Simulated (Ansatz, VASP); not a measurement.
**One calculation of Ti36H, two programs**

```
Ti H
1.0
     8.81807    0.00000    0.00000
    -4.40904    7.63667    0.00000
     0.00000    0.00000    9.29704
Ti H
36 1
Direct
  0.11162 0.22203 0.12629
  0.22051 0.10724 0.37319
  0.10770 0.21995 0.62777
  0.22280 0.11066 0.87475
  0.11146 0.55506 0.12520
  0.22044 0.44663 0.37325
  0.11112 0.55559 0.62623
  0.22267 0.44326 0.87475
  0.11148 0.88879 0.12512
  0.22204 0.77771 0.37263
  0.11123 0.88789 0.62618
  0.22284 0.77697 0.87392
  0.44444 0.22207 0.12614
  0.55628 0.11080 0.37463
  0.44703 0.21979 0.62768
  0.55567 0.11025 0.87568
  0.44439 0.55465 0.12619
  0.55989 0.44657 0.37320
  0.44695 0.55926 0.62770
  0.55549 0.44326 0.87467
  0.44428 0.88827 0.12702
  0.55627 0.77865 0.37473
  0.44547 0.88879 0.62833
  0.55568 0.77652 0.87577
  0.77816 0.22206 0.12693
  0.88835 0.11081 0.37480
  0.77804 0.22148 0.62831
  0.88953 0.11029 0.87571
  0.77760 0.55495 0.12518
  0.88938 0.44496 0.37253
  0.77920 0.55569 0.62614
  0.88903 0.44319 0.87394
  0.77810 0.88841 0.12698
  0.88947 0.77776 0.37251
  0.77801 0.88863 0.62834
  0.88899 0.77688 0.87389
  0.33370 0.33320 0.50046
```

Alike in both runs: functional PBE; k mesh 1 × 1 × 1; occupations methfessel-paxton of order 1, width 0.1 eV; no spin polarisation.

Ansatz relaxed the structure, and its values are those at the end. VASP's run is a single point on that final structure, the one shown.

|  | VASP | Ansatz |
| --- | --- | --- |
| version | VASP 6.6.1 | Ansatz 0.2.0 |
| potentials or method | VASP PAW PBE potentials, release 64 (Ti_sv, H), cutoff 520 eV | plane-wave PAW DFT |
| valence electrons in the cell | 433 | 433 |

```csv
,VASP,Ansatz,Ansatz less VASP
rms of the force components (eV/Å),0.005,0.003,-0.0021
```
